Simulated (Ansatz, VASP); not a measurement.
One calculation of BeTe, two programs

The input INCAR:

```
SYSTEM = BeTe
PREC = Accurate
ENCUT = 520
EDIFF = 1E-6
ISMEAR = 0
SIGMA = 0.01
LREAL = .False.
LASPH = .True.
NELM = 60
ALGO = Normal
ISIF = 2
LWAVE = .False.
LCHARG = .False.
GGA = PE
NBANDS = 11
```

The input KPOINTS:

```
Automatic mesh
0
Gamma
  4 4 4
  0 0 0
```

POSCAR

```
BeTe
1.0
    0.0000000000      2.8286236224      2.8286236224
    2.8286236224      0.0000000000      2.8286236224
    2.8286236224      2.8286236224      0.0000000000
Be Te
1 1
Direct
    0.0000000000      0.0000000000      0.0000000000
    0.2500000000      0.2500000000      0.2500000000
```

Input for Ansatz:

```yaml
crystal:
  lattice:
    - [0.0, 2.8286236224, 2.8286236224]
    - [2.8286236224, 0.0, 2.8286236224]
    - [2.8286236224, 2.8286236224, 0.0]
  atoms:
    - { symbol: Be, position: [0.0, 0.0, 0.0] }
    - { symbol: Te, position: [0.25, 0.25, 0.25] }
kpoints:
  mp_grid: { grid: [4, 4, 4] }
hamiltonian:
  xc: pbe
scf:
  occupations: { method: fixed }
output:
  optics:
    e_range: [2, 15]
    de: 0.1
    sigma: 0.15
    scissors: 0
    scheme: fermi_dirac
    bands: auto
```

Alike in both runs: task single point; functional PBE; k mesh 4 × 4 × 4; no spin polarisation.

|  | VASP | Ansatz |
| --- | --- | --- |
| version | VASP 6.6.1 | Ansatz 0.2.0 |
| potentials or method | VASP PAW PBE potentials, release 64 (Be, Te) | plane waves, PAW |
| plane-wave cutoff (eV) | 520 | 420 |
| occupations | gaussian, width 0.01 eV | fixed |
| valence electrons in the cell | 8 | 18 |

```tsv
	VASP	Ansatz	Ansatz less VASP
gap on the k mesh at the Fermi level (eV)	2.00	2.01	+0.014
```

VASP's potentials hold 8 valence electrons a cell and Ansatz's 18, so a difference there can come from the potentials and not from the codes.

The k mesh is coarse, so the values compare programs but aren't converged. Neither program's run includes spin-orbit coupling.
